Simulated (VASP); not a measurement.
# BiSb3O2 (P6/mmm) in VASP: further runs

BiSb3O2 is run at these levels: PBE; tasks: single point.

Everything below comes from runs of VASP 6.6.1. Logs are shortened: lines on timing, memory, paths and dates and some standing lists are left out, and cuts for length are marked.

### 1 The cell of the first run

The structure is hexagonal, space group P6/mmm (No. 191). Conventional cell: a = 6.386 Å, b = 6.386 Å, c = 3.563 Å, α = 90.00°, β = 90.00°, γ = 120.00°. Within 3.4 Å of Sb (site symmetry mmm) lie 4 O at 2.56 Å and 4 Sb at 3.19 Å. Within 4.7 Å of Bi (site symmetry 6/mmm) lie 2 Bi at 3.56 Å and 12 Sb at 3.66 Å and 6 O at 3.69 Å. Within 3.4 Å of O (site symmetry -6m2) lie 6 Sb at 2.56 Å.

### 2 Single point, PBE

Contents of INCAR:

```
  PREC = Accurate
  ENCUT = 520
  EDIFF = 1E-6
  ISMEAR = 0
  SIGMA = 0.1
  LREAL = False
  LASPH = True
  NELM = 60
  ALGO = Normal
  ISIF = 2
  LWAVE = False
  LCHARG = False
  GGA = PE
  NBANDS = 30
```

Contents of KPOINTS:

```
regular mesh
0
Gamma
  3 3 4
```

Contents of POSCAR:

```
BiSb3O2
1.0
    6.3856393000     -0.0000000029      0.0000000000
   -3.1928196475      5.5301258547      0.0000000000
    0.0000000000      0.0000000000      3.5628130073
Sb Bi O
3 1 2
Direct
    0.0000000000      0.5000000000      0.0000000000
    0.5000000000      0.5000000000      0.0000000000
    0.5000000000      0.0000000000      0.0000000000
    0.0000000000      0.0000000000      0.5000000000
    0.6666666667      0.3333333333      0.5000000000
    0.3333333333      0.6666666667      0.5000000000
```

Potentials or basis: VASP PAW PBE potentials, release 64 (Sb, Bi_d, O).

Run with:

```console
> cat potpaw_PBE.64/Sb/POTCAR potpaw_PBE.64/Bi_d/POTCAR potpaw_PBE.64/O/POTCAR > POTCAR
> mpirun -np 1 vasp_std > vasp.out
```

OUTCAR:

```text
PREC = Accurate
   ENCUT = 520
   EDIFF = 1E-6
   ISMEAR = 0
   LREAL = False
   LASPH = True
   NELM = 60
   ISIF = 2
   GGA = PE

 ion  position               nearest neighbor table
   1  0.000  0.500  0.000-   5 2.56   6 2.56   5 2.56   6 2.56   2 3.19   2 3.19   3 3.19   3 3.19
                             4 3.66   4 3.66   4 3.66   4 3.66
   2  0.500  0.500  0.000-   5 2.56   6 2.56   5 2.56   6 2.56   1 3.19   1 3.19   3 3.19   3 3.19
                             4 3.66   4 3.66   4 3.66   4 3.66
   3  0.500  0.000  0.000-   5 2.56   6 2.56   5 2.56   6 2.56   1 3.19   1 3.19   2 3.19   2 3.19
                             4 3.66   4 3.66   4 3.66   4 3.66
   4  0.000  0.000  0.500-   3 3.66   3 3.66   3 3.66   3 3.66   2 3.66   2 3.66   2 3.66   2 3.66
                             1 3.66   1 3.66   1 3.66   1 3.66
   5  0.667  0.333  0.500-   1 2.56   1 2.56   3 2.56   3 2.56   2 2.56   2 2.56
   6  0.333  0.667  0.500-   1 2.56   1 2.56   3 2.56   3 2.56   2 2.56   2 2.56

  LATTYP: Found a hexagonal cell.
 ALAT       =     6.3856393000
 C/A-ratio  =     0.5579414746

  Lattice vectors:

 A1 = (   6.3856393000,  -0.0000000029,   0.0000000000)
 A2 = (  -3.1928196475,   5.5301258547,   0.0000000000)
 A3 = (   0.0000000000,   0.0000000000,   3.5628130073)

Analysis of symmetry for initial positions (statically):
=====================================================================
 Subroutine PRICEL returns:
 Original cell was already a primitive cell.

 Routine SETGRP: Setting up the symmetry group for a
 hexagonal supercell.

 Subroutine GETGRP returns: Found 24 space group operations
 (whereof 24 operations were pure point group operations)
 out of a pool of 24 trial point group operations.

The static configuration has the point symmetry D_6h.

Analysis of symmetry for dynamics (positions and initial velocities):
=====================================================================
 Subroutine PRICEL returns:
 Original cell was already a primitive cell.

 Routine SETGRP: Setting up the symmetry group for a
 hexagonal supercell.

 Subroutine GETGRP returns: Found 24 space group operations
 (whereof 24 operations were pure point group operations)
 out of a pool of 24 trial point group operations.

The dynamic configuration has the point symmetry D_6h.

 Subroutine INISYM returns: Found 24 space group operations
 (whereof 24 operations are pure point group operations),
 and found     1 'primitive' translations

----------------------------------------------------------------------------------------

                                     Primitive cell

  volume of cell :     125.8150

  direct lattice vectors                    reciprocal lattice vectors
     6.385639300 -0.000000003  0.000000000     0.156601392  0.090413855  0.000000000
    -3.192819647  5.530125855  0.000000000     0.000000000  0.180827711  0.000000000
     0.000000000  0.000000000  3.562813007     0.000000000  0.000000000  0.280677094

  length of vectors
     6.385639300  6.385639300  3.562813007     0.180827711  0.180827711  0.280677094

  position of ions in fractional coordinates (direct lattice)
     0.000000000  0.500000000  0.000000000
     0.500000000  0.500000000  0.000000000
     0.500000000  0.000000000  0.000000000
     0.000000000  0.000000000  0.500000000
     0.666666667  0.333333333  0.500000000
     0.333333333  0.666666667  0.500000000

  ion indices of the primitive-cell ions
   primitive index   ion index
                 1           1
                 2           2
                 3           3
                 4           4
                 5           5
                 6           6

----------------------------------------------------------------------------------------

 KPOINTS: regular mesh

Automatic generation of k-mesh.
 Grid dimensions read from file:
 generate k-points for:    3    3    4

 Generating k-lattice:

  Cartesian coordinates                     Fractional coordinates (reciprocal lattice)
     0.052200464  0.030137952  0.000000000     0.333333333  0.000000000  0.000000000
     0.000000000  0.060275904  0.000000000     0.000000000  0.333333333  0.000000000
     0.000000000  0.000000000  0.070169273     0.000000000  0.000000000  0.250000000

  Length of vectors
     0.060275904  0.060275904  0.070169273

  Shift w.r.t. Gamma in fractional coordinates (k-lattice)
     0.000000000  0.000000000  0.000000000

 Subroutine IBZKPT returns following result:
 ===========================================

 Found      9 irreducible k-points:

 Following reciprocal coordinates:
            Coordinates               Weight
  0.000000  0.000000  0.000000      1.000000
  0.333333  0.000000  0.000000      6.000000
  0.333333  0.333333  0.000000      2.000000
  0.000000  0.000000  0.250000      2.000000
  0.333333  0.000000  0.250000     12.000000
  0.333333  0.333333  0.250000      4.000000
  0.000000  0.000000  0.500000      1.000000
  0.333333  0.000000  0.500000      6.000000
  0.333333  0.333333  0.500000      2.000000
   k-points           NKPTS =      9   k-points in BZ     NKDIM =      9   number of bands    NBANDS=     30
   number of dos      NEDOS =    301   number of ions     NIONS =      6
   total plane-waves  NPLWV =  64512
   dimension x,y,z NGX =    48 NGY =   48 NGZ =   28
   dimension x,y,z NGXF=    96 NGYF=   96 NGZF=   56
   ions per type =               3   1   2
   NGX,Y,Z   is equivalent  to a cutoff of  12.50, 12.50, 13.07 a.u.
   NGXF,Y,Z  is equivalent  to a cutoff of  24.99, 24.99, 26.13 a.u.
 SYSTEM =  unknown system
   PREC   = accura    normal or accurate (medium, high low for compatibility)
   ISTART =      0    job   : 0-new  1-cont  2-samecut
   ICHARG =      2    charge: 1-file 2-atom 10-const
   ISPIN  =      1    spin polarized calculation?
   LNONCOLLINEAR =      F non collinear calculations
   LSORBIT =      F    spin-orbit coupling
   LASPH  =      T    aspherical Exc in radial PAW
   ENCUT  =  520.0 eV  38.22 Ry    6.18 a.u.  11.87 11.87  6.62*2*pi/ulx,y,z
   NELM   =     60;   NELMIN=  2; NELMDL= -5     # of ELM steps
   EDIFF  = 0.1E-05   stopping-criterion for ELM
   LREAL  =      F    real-space projection
   EDIFFG = 0.1E-04   stopping-criterion for IOM
   NSW    =      0    number of steps for IOM
   IBRION =     -1    ionic relax: 0-MD 1-quasi-New 2-CG
   NFREE  =      0    steps in history (QN), initial steepest desc. (CG)
   ISIF   =      2    stress and relaxation
   ISYM   =      2    0-nonsym 1-usesym 2-fastsym
   POTIM  = 0.5000    time-step for ionic-motion
   TEBEG  =    0.0;   TEEND  =   0.0 temperature during run
   PSTRESS=    0.0 pullay stress
   NELECT =      42.0000    total number of electrons
   NUPDOWN=      -1.0000    fix difference up-down
   EMIN   =  10.00;   EMAX   =-10.00  energy-range for DOS
   EFERMI =   0.00;   METHOD = LEGACY
   ISMEAR =     0;   SIGMA  =   0.10  broadening in eV -4-tet -1-fermi 0-gaus
   EFERMI_NEDOS =   21; number of points for ismear=-14 and -15
   IALGO  =     38    algorithm
   IMIX   =      4    mixing-type and parameters
     AMIX     =   0.40;   BMIX     =  1.00
     AMIX_MAG =   1.60;   BMIX_MAG =  1.00
  volume/ion in A,a.u.               =      20.97       141.51
  Fermi-wavevector in a.u.,A,eV,Ry     =   1.135657  2.146080 17.547658  1.289716
  Thomas-Fermi vector in A             =   2.272362
   LORBIT       =      0    0 simple, 1 ext, 2 COOP (PROOUT), +10 PAW based schemes
   GGA     = PE    functional components
   LHFCALC =     F    Hartree Fock is set to
   AEXX    =    0.0000 exact exchange contribution
   IVDW    =     0    specifies the selected vdW correction
   LEPSILON=     F    determine dielectric tensor
   LRPA    =     F    only Hartree local field effects (RPA)
 non-spin polarized calculation
 Gauss-broadening in eV      SIGMA  =   0.10
  energy-cutoff  :      520.00
  volume of cell :      125.82
 maximum number of plane-waves:      3415
 NGX is ok and might be reduce to    48
   NGX = 23   NGY = 23   NGZ = 13

 number of electron      41.9999995 magnetization

 Free energy of the ion-electron system (eV)
  ---------------------------------------------------
  ext. energy  EPLUGINS =         0.00000000
  ---------------------------------------------------
  free energy    TOTEN  =       -26.71387046 eV

  energy without entropy =      -26.69216407  energy(sigma->0) =      -26.70301726

 E-fermi :   7.9276     XC(G=0): -10.4386

 val. band max:        7.9053169777   @ k =   0.3333   0.0000   0.2500
 cond. band min:       8.4108258802   @ k =   0.3333   0.0000   0.0000
 fundamental gap:      0.5055089025
 Fermi energy:         7.9276322949

 k-point     1 :       0.0000    0.0000    0.0000
  band No.  band energies     occupation
      1     -14.8179      2.00000
      2     -14.7506      2.00000
      3     -14.7506      2.00000
      4     -14.7354      2.00000
      5     -14.7354      2.00000
      6     -10.7616      2.00000
[... 22 lines left out ...]
     29      13.7593      0.00000
     30      13.7593      0.00000

 k-point     2 :       0.3333    0.0000    0.0000
  band No.  band energies     occupation
      1     -14.8177      2.00000
      2     -14.7508      2.00000
      3     -14.7503      2.00000
      4     -14.7354      2.00000
      5     -14.7354      2.00000
      6     -10.6717      2.00000
[... 22 lines left out ...]
     29      13.0225      0.00000
     30      13.8453      0.00000

 k-point     3 :       0.3333    0.3333    0.0000
  band No.  band energies     occupation
      1     -14.8177      2.00000
      2     -14.7505      2.00000
      3     -14.7505      2.00000
      4     -14.7355      2.00000
      5     -14.7355      2.00000
      6     -10.5501      2.00000
[... 187 lines left out ...]
     29      12.0817      0.00000
     30      14.5922      0.00000

 k-point     9 :       0.3333    0.3333    0.5000
  band No.  band energies     occupation
      1     -14.7740      2.00000
      2     -14.7740      2.00000
      3     -14.7462      2.00000
      4     -14.7462      2.00000
      5     -14.6979      2.00000
      6     -10.1782      2.00000
[... 22 lines left out ...]
     29      10.4865      0.00000
     30      14.0516      0.00000

------------------------ aborting loop because EDIFF is reached ----------------------------------------

  FORCE on cell =-STRESS in cart. coord.  units (eV):
  Direction    XX          YY          ZZ          XY          YZ          ZX
  --------------------------------------------------------------------------------------
  -------------------------------------------------------------------------------------
  Total       -0.4083361     -0.4083361     -0.6004679      0.0000000      0.0000000      0.0000000
  in kB       -5.1999109     -5.1999109     -7.6465923      0.0000000      0.0000000      0.0000000
  external PRESSURE =      -6.0154714 kB  Pullay stress =       0.0000000 kB

 VOLUME and BASIS-vectors are now :
 -----------------------------------------------------------------------------
  energy-cutoff  :      520.00
  volume of cell :      125.82
      direct lattice vectors                 reciprocal lattice vectors
     6.385639300 -0.000000003  0.000000000     0.156601392  0.090413855  0.000000000
    -3.192819647  5.530125855  0.000000000     0.000000000  0.180827711  0.000000000
     0.000000000  0.000000000  3.562813007     0.000000000  0.000000000  0.280677094

 POSITION                                       TOTAL-FORCE (eV/Angst)
 -----------------------------------------------------------------------------------
     -1.59641      2.76506      0.00000        -0.000000      0.000000      0.000000
      1.59641      2.76506      0.00000        -0.000000      0.000000      0.000000
      3.19282     -0.00000      0.00000        -0.000000      0.000000      0.000000
      0.00000      0.00000      1.78141        -0.000000      0.000000      0.000000
      3.19282      1.84338      1.78141         0.000000     -0.000000      0.000000
      0.00000      3.68675      1.78141        -0.000000      0.000000      0.000000
 -----------------------------------------------------------------------------------
    total drift:                               -0.000000      0.000000     -0.000000

  FREE ENERGIE OF THE ION-ELECTRON SYSTEM (eV)
  ---------------------------------------------------
  free  energy   TOTEN  =       -26.7138704559 eV

  energy  without entropy=      -26.6921640651  energy(sigma->0) =      -26.70301726
```

Wall time 60 s (1 thread of Oxide Virtual Turin-like, shared host); peak memory 0.22 GiB.

Results:

```yaml
Free_energy: -26.7139 eV
Pressure: -0.6 GPa
Band_gap_on_the_k_mesh: zero (band 21 reaches 10.01 eV, above the bottom of band 22 at 7.21 eV)
```

Caveat: the k points lie up to 0.44 Å⁻¹ apart; spin-orbit coupling is left out, which moves the levels of the heavy elements.

### 3 Single point, PBE

This run uses another cell than the first one, of 22.27 Å³/atom, 1.062 times its volume.

Contents of INCAR:

```
PREC = Accurate
ENCUT = 520
EDIFF = 1E-6
ISMEAR = 0
SIGMA = 0.1
LREAL = False
LASPH = True
NELM = 80
ALGO = Normal
ISIF = 2
LWAVE = False
LCHARG = True
GGA = PE
LELF = True
LVHAR = True
NBANDS = 30
```

KPOINTS is that of step 2.

Contents of POSCAR:

```
BiSb3O2
1.0
    6.4083815700      0.0000000000      0.0000000000
   -3.2041907800      5.5498212300      0.0000000000
    0.0000000000      0.0000000000      3.7569256600
Sb Bi O
3 1 2
Direct
    0.0000000000      0.5000000000      0.0000000000
    0.5000000000      0.5000000000      0.0000000000
    0.5000000000      0.0000000000      0.0000000000
    0.0000000000      0.0000000000      0.5000000000
    0.6666666700      0.3333333300      0.5000000000
    0.3333333300      0.6666666700      0.5000000000
```

Potentials or basis: VASP PAW PBE potentials, release 64 (Sb, Bi_d, O).

Run with:

```console
> cat potpaw_PBE.64/Sb/POTCAR potpaw_PBE.64/Bi_d/POTCAR potpaw_PBE.64/O/POTCAR > POTCAR
> mpirun -np 1 vasp_std > vasp.out
```

Run time: 76 s. Hardware: 1 thread of Oxide Virtual Turin-like, shared host; peak memory 0.22 GiB.

It converged, with:

| Quantity | Value |
| --- | --- |
| Free energy | -26.5110 eV |
| Pressure | -5.0 GPa |
| Band gap on the k mesh | zero (band 21 reaches 8.63 eV, above the bottom of band 22 at 6.40 eV) |

Stress tensor (GPa, compression positive):
```
-3.52  0.00  0.00
 0.00 -3.52  0.00
 0.00  0.00 -7.86
```

Levels at points of the mesh, in eV from the Fermi level:
```
           k point  band 17  band 18  band 19  band 20  band 21  band 22  band 23  band 24  band 25  band 26
(0.00, 0.00, 0.00)    -2.07    -2.07    -1.55    -1.55     1.55     2.23     2.23     2.44     2.44     2.56
(0.00, 0.00, 0.50)    -2.87    -2.81    -2.81    -1.16    -0.81    -0.13    -0.13     1.37     2.31     2.31
```

Caveat: the k points lie up to 0.42 Å⁻¹ apart; spin-orbit coupling is left out, which moves the levels of the heavy elements.

(Part 1 of 2 ends here.)
